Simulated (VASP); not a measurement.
# In (Fd-3m) in VASP: a series of runs, part 2 of 2

VASP 6.6.1. The steps go on from the part before.

### 3 Relaxation of cell and atoms, r2SCAN, target pressure 10 GPa, at which the enthalpy is minimised

Contents of POSCAR:

```
In
1.0
    0.0000000000      3.2400000000      3.2400000000
    3.2400000000      0.0000000000      3.2400000000
    3.2400000000      3.2400000000      0.0000000000
In
2
Direct
    1.0000000000      1.0000000000      1.0000000000
    0.2500000000      0.2500000000      0.2500000000
```

Contents of INCAR.step1:

```
SYSTEM = In
PREC = Accurate
ENCUT = 550
ISMEAR = -1
SIGMA = 0.05
LREAL = .False.
LASPH = .True.
NELM = 120
GGA = PE
ALGO = Normal
EDIFF = 1E-5
LWAVE = .True.
LCHARG = .False.
GGA_COMPAT = .False.
IBRION = 2
ISIF = 3
EDIFFG = -0.005
NELMIN = 4
NSW = 100
```

Contents of INCAR.step2:

```
SYSTEM = In
PREC = Accurate
ENCUT = 550
EDIFF = 1E-7
ISMEAR = -1
SIGMA = 0.05
LREAL = .False.
LASPH = .True.
NELM = 120
ALGO = Normal
ISIF = 3
LWAVE = .False.
LCHARG = .False.
METAGGA = R2SCAN
LMIXTAU = .True.
IBRION = 2
NSW = 80
EDIFFG = -0.02
PSTRESS = 100.0
ISTART = 1
GGA_COMPAT = .False.
NELMIN = 4
```

Contents of KPOINTS:

```
Automatic mesh
0
Gamma
  6 6 6
  0 0 0
```

Potentials or basis: VASP PAW PBE potentials, release 64 (In_d).

The run is started by

```console
cat potpaw_PBE.64/In_d/POTCAR > POTCAR
cp INCAR.step1 INCAR
mpirun -np 1 vasp_std > vasp.out
cp INCAR.step2 INCAR
mpirun -np 1 vasp_std > vasp.out
```

Wall time 6.1 min (1 thread of AMD EPYC 9R45 (Zen 5), shared host); peak memory 0.21 GiB.

Results (log left out):

| Property | Result |
| --- | --- |
| Free energy | -44.2125 eV |
| Relaxed volume | 29.24 Å³/atom |
| Relaxed cell | a = 4.357 Å, b = 4.357 Å, c = 4.357 Å, α = 60.00°, β = 60.00°, γ = 60.00° |
| Space group after relaxing (to 0.1 Å) | Fd-3m (No. 227) |
| Energy change on relaxing (the run minimises the enthalpy) | +161.0 meV/atom |
| Ionic steps | 4 |
| Pressure after relaxing | 10.1 GPa |
| Band gap on the k mesh | zero (bands 13 and 14 overlap by 4.65 eV) |

Step by step:
| step | energy change (eV) | largest force (eV/Å) | pressure (GPa) | volume (Å³) |
| --- | --- | --- | --- | --- |
| 1 | 0.0000 | 0.0000 | 1.93 | 68.02 |
| 2 | 0.8692 | 0.0000 | 20.16 | 52.51 |
| 3 | 0.3110 | 0.0000 | 9.88 | 58.66 |
| 4 | 0.3221 | 0.0000 | 10.11 | 58.48 |

Final structure:
```
CELL_PARAMETERS angstrom
0.00000 3.08077 3.08077
3.08077 0.00000 3.08077
3.08077 3.08077 0.00000
ATOMIC_POSITIONS crystal
In 0.00000 0.00000 0.00000
In 0.25000 0.25000 0.25000
```

Levels at points of the mesh, in eV from the Fermi level:
```
           k point  band 9  band 10  band 11  band 12  band 13  band 14  band 15  band 16  band 17
(0.00, 0.00, 0.00)  -14.54   -14.54    -9.51     3.22     3.22     3.22     4.86     4.86     4.86
(0.50, 0.00, 0.00)  -14.50   -14.50    -7.08    -4.70     1.36     1.36     3.81     5.88     5.88
(0.50, 0.50, 0.00)  -14.44   -14.44    -5.34    -5.34    -0.68    -0.68     3.06     3.06    12.40
```

Caveat: the cell is relaxed towards a set pressure, so the run minimises the enthalpy, not the energy; the PAW data sets were made with another functional, which shifts forces and pressure a little; spin-orbit coupling is left out, which moves the levels of the heavy elements.

### 4 Relaxation of cell and atoms, r2SCAN, target pressure 20 GPa, at which the enthalpy is minimised

POSCAR is that of step 3.

INCAR.step1 is that of step 3.

Edit INCAR.step2 of step 3 so:

```diff
@@ -18,3 +18,3 @@
 EDIFFG = -0.02
-PSTRESS = 100.0
+PSTRESS = 200.0
 ISTART = 1
```

Contents of KPOINTS:

```
regular mesh
0
Gamma
  6 6 6
  0 0 0
```

The run is started by

```console
cat potpaw_PBE.64/In_d/POTCAR > POTCAR
cp INCAR.step1 INCAR
mpirun -np 1 vasp_std > vasp.out
cp INCAR.step2 INCAR
mpirun -np 1 vasp_std > vasp.out
```

Run time: 8.2 min. Hardware: 1 thread of AMD EPYC 9R45 (Zen 5), shared host; peak memory 0.21 GiB.

Results (log left out):

```yaml
Free_energy: -43.6744 eV
Relaxed_volume: 26.29 Å³/atom
Relaxed_cell: a = 4.205 Å, b = 4.205 Å, c = 4.205 Å, α = 60.00°, β = 60.00°, γ = 60.00°
Space_group_after_relaxing_to_0.1_Å: Fd-3m (No. 227)
Energy_change_on_relaxing_the_run_minimises_the_enthalpy: +430.1 meV/atom
Ionic_steps: 5
Pressure_after_relaxing: 20.1 GPa
Band_gap_on_the_k_mesh: zero (bands 13 and 14 overlap by 5.32 eV)
```

The path:
| step | energy change (eV) | largest force (eV/Å) | pressure (GPa) | volume (Å³) |
| --- | --- | --- | --- | --- |
| 1 | 0.0000 | 0.0000 | 1.93 | 68.02 |
| 2 | 5.7997 | 0.0000 | 101.43 | 36.82 |
| 3 | 0.7143 | 0.0000 | 17.46 | 53.83 |
| 4 | 0.8094 | 0.0000 | 19.13 | 53.00 |
| 5 | 0.8601 | 0.0000 | 20.06 | 52.59 |

Final structure:
```yaml
crystal:
  lattice:
    - [0.00000, 2.97357, 2.97357]
    - [2.97357, 0.00000, 2.97357]
    - [2.97357, 2.97357, 0.00000]
  atoms:
    - { symbol: In, position: [0.00000, 0.00000, 0.00000] }
    - { symbol: In, position: [0.25000, 0.25000, 0.25000] }
```

Levels at points of the mesh, in eV from the Fermi level:
| k point | band 10 | band 11 | band 12 | band 13 | band 14 | band 15 | band 16 | band 17 |
| --- | --- | --- | --- | --- | --- | --- | --- | --- |
| (0.00, 0.00, 0.00) | -14.54 | -10.15 | 3.69 | 3.69 | 3.69 | 5.22 | 5.22 | 5.22 |
| (0.50, 0.00, 0.00) | -14.50 | -7.36 | -5.07 | 1.56 | 1.56 | 4.54 | 6.24 | 6.24 |
| (0.50, 0.50, 0.00) | -14.43 | -5.52 | -5.52 | -0.78 | -0.78 | 3.26 | 3.26 | 13.49 |

Caveat: the cell is relaxed towards a set pressure, so the run minimises the enthalpy, not the energy; the volume moved by over 15 % at a fixed basis, so the end points are rough; the PAW data sets were made with another functional, which shifts forces and pressure a little; spin-orbit coupling is left out, which moves the levels of the heavy elements.

### 5 Relaxation of cell and atoms, r2SCAN, target pressure 30 GPa, at which the enthalpy is minimised

POSCAR is that of step 4.

Contents of INCAR.step1:

```
SYSTEM = In
PREC = Accurate
ENCUT = 550
ISMEAR = -1
SIGMA = 0.05
LREAL = .FALSE.
LASPH = .TRUE.
NELM = 120
GGA = PE
ALGO = Normal
EDIFF = 1E-5
LWAVE = .TRUE.
LCHARG = .FALSE.
GGA_COMPAT = .FALSE.
IBRION = 2
ISIF = 3
EDIFFG = -0.005
NELMIN = 4
NSW = 100
```

Contents of INCAR.step2:

```
SYSTEM = In
PREC = Accurate
ENCUT = 550
EDIFF = 1E-7
ISMEAR = -1
SIGMA = 0.05
LREAL = .FALSE.
LASPH = .TRUE.
NELM = 120
ALGO = Normal
ISIF = 3
LWAVE = .FALSE.
LCHARG = .FALSE.
METAGGA = R2SCAN
LMIXTAU = .TRUE.
IBRION = 2
NSW = 80
EDIFFG = -0.02
PSTRESS = 300.0
ISTART = 1
GGA_COMPAT = .FALSE.
NELMIN = 4
```

Contents of KPOINTS:

```
regular mesh
0
G
  6 6 6
  0 0 0
```

The run is started by

```console
cat potpaw_PBE.64/In_d/POTCAR > POTCAR
cp INCAR.step1 INCAR
mpirun -np 1 vasp_std > vasp.out
cp INCAR.step2 INCAR
mpirun -np 1 vasp_std > vasp.out
```

It took 15 min on 1 thread of AMD EPYC 9R45 (Zen 5), shared host; peak memory 0.21 GiB.

It converged, with:

* Free energy: -43.0789 eV
* Relaxed volume: 24.36 Å³/atom
* Relaxed cell: a = 4.100 Å, b = 4.100 Å, c = 4.100 Å, α = 60.00°, β = 60.00°, γ = 60.00°
* Space group after relaxing (to 0.1 Å): Fd-3m (No. 227)
* Energy change on relaxing (the run minimises the enthalpy): +727.8 meV/atom
* Ionic steps: 15
* Pressure after relaxing: 30.0 GPa
* Band gap on the k mesh: zero (bands 13 and 14 overlap by 5.86 eV)

Step by step:
```
step  energy change (eV)  largest force (eV/Å)  pressure (GPa)  volume (Å³)
   1              0.0000                0.0000            1.93        68.02
   2             22.5058                0.0000          423.04        24.61
   3              0.9191                0.0000           21.02        52.12
   4              1.1449                0.0000           24.85        50.54
   5              1.4684                0.0000           30.22        48.65
   6              1.4043                0.0000           29.11        49.00
   7              1.4078                0.0000           29.21        48.98
   8              1.4184                0.0000           29.40        48.92
   9              1.4186                0.0000           29.39        48.92
  10              1.4192                0.0000           29.40        48.92
  11              1.4203                0.0000           29.43        48.91
  12              1.4227                0.0000           29.49        48.90
  13              1.4273                0.0000           29.55        48.87
  14              1.4367                0.0000           29.70        48.82
  15              1.4556                0.0000           30.03        48.72
```

Final structure:
```
In
1.0
     0.00000    2.89890    2.89890
     2.89890    0.00000    2.89890
     2.89890    2.89890    0.00000
In
2
Direct
  0.00000 0.00000 0.00000
  0.25000 0.25000 0.25000
```

Levels at points of the mesh, in eV from the Fermi level:
| k point | band 10 | band 11 | band 12 | band 13 | band 14 | band 15 | band 16 | band 17 |
| --- | --- | --- | --- | --- | --- | --- | --- | --- |
| (0.00, 0.00, 0.00) | -14.56 | -10.65 | 4.06 | 4.06 | 4.06 | 5.48 | 5.48 | 5.48 |
| (0.50, 0.00, 0.00) | -14.52 | -7.57 | -5.38 | 1.71 | 1.71 | 5.11 | 6.51 | 6.51 |
| (0.50, 0.50, 0.00) | -14.45 | -5.66 | -5.66 | -0.87 | -0.87 | 3.41 | 3.41 | 14.31 |

Caveat: the cell is relaxed towards a set pressure, so the run minimises the enthalpy, not the energy; the volume moved by over 15 % at a fixed basis, so the end points are rough; the PAW data sets were made with another functional, which shifts forces and pressure a little; spin-orbit coupling is left out, which moves the levels of the heavy elements.

### 6 Summary

```csv
cell,gap on the mesh (eV),pressure (GPa)
relaxed,none,0.0
relaxed to 10 GPa,none,10.1
relaxed to 20 GPa,none,20.1
relaxed to 30 GPa,none,30.0
```

Alike in all rows: task relaxation of cell and atoms; level r2SCAN; potentials or basis VASP PAW PBE potentials, release 64 (In_d); no spin polarisation; k mesh 6 × 6 × 6; cutoff (eV) 550; smearing fermi-dirac 0.05 eV.

Caveats: the PAW data sets were made with another functional, which shifts forces and pressure a little; spin-orbit coupling is left out, which moves the levels of the heavy elements; the cell is relaxed towards a set pressure, so the run minimises the enthalpy, not the energy (at least some runs); the volume moved by over 15 % at a fixed basis, so the end points are rough (at least some runs).

Total energies depend on the potentials used, so only differences within one code and one set of settings carry meaning.
